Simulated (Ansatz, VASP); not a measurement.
AlN in VASP and in Ansatz

Contents of INCAR:

```
SYSTEM = AlN
ALGO = Normal
EDIFF = 1E-6
ENCUT = 520
GGA = PE
ISIF = 2
ISMEAR = 0
LASPH = .TRUE.
LCHARG = .FALSE.
LREAL = .FALSE.
LWAVE = .FALSE.
NBANDS = 16
NELM = 60
PREC = Accurate
SIGMA = 0.05
```

KPOINTS

```
k-points
0
G
  12 12 6
  0 0 0
```

The input POSCAR:

```
AlN
1.0
    3.1302395627      0.0000000000      0.0000000000
   -1.5651197814      2.7108669813      0.0000000000
    0.0000000000      0.0000000000      5.0179796546
Al N
2 2
Direct
    0.2614538508      0.6666666667     -0.0431100454
    0.6666666667      0.3333333333      0.5017287175
    0.3333333333      0.6666666667      0.3832712825
    0.6666666667      0.3333333333      0.8832712825
```

Input for Ansatz:

```yaml
crystal:
  lattice:
    - [3.1302395627, 0.0, 0.0]
    - [-1.5651197814, 2.7108669813, 0.0]
    - [0.0, 0.0, 5.0179796546]
  atoms:
    - { symbol: Al, position: [0.2614538508, 0.6666666667, -0.0431100454] }
    - { symbol: Al, position: [0.6666666667, 0.3333333333, 0.5017287175] }
    - { symbol: "N", position: [0.3333333333, 0.6666666667, 0.3832712825] }
    - { symbol: "N", position: [0.6666666667, 0.3333333333, 0.8832712825] }
basis:
  ecutwfc: 420
kpoints:
  mp_grid: { grid: [12, 12, 6] }
hamiltonian:
  xc: pbe
scf:
  occupations: { method: gaussian, width: 0.05 }
output:
  forces: true
  stress: true
  eigenvalues: true
```

Alike in both runs: task single point; functional PBE; k mesh 12 × 12 × 6; occupations gaussian, width 0.05 eV; no spin polarisation.

```csv
,VASP,Ansatz
version,VASP 6.6.1,Ansatz 0.2.0
potentials or method,"VASP PAW PBE potentials, release 64 (Al, N), cutoff 520 eV","scalar-relativistic, plane waves, PAW"
valence electrons in the cell,16,16
```

|  | VASP | Ansatz | Ansatz less VASP |
| --- | --- | --- | --- |
| gap on the k mesh at the Fermi level (eV) | 3.42 | 3.41 | -0.010 |
| least direct gap on the mesh (eV) | 3.42 | 3.41 | -0.010 |
| pressure (GPa) | 6.4 | 6.6 | +0.20 |
| traceless stress, the component that is largest in VASP (GPa) | 13.73 | 13.61 | -0.116 |
| rms of the force components (eV/Å) | 2.481 | 2.465 | -0.0152 |

Atom by atom the forces differ by 0.017 eV/Å (rms over components). The functional is the same, so the differences come from potentials, cutoffs and numerics.
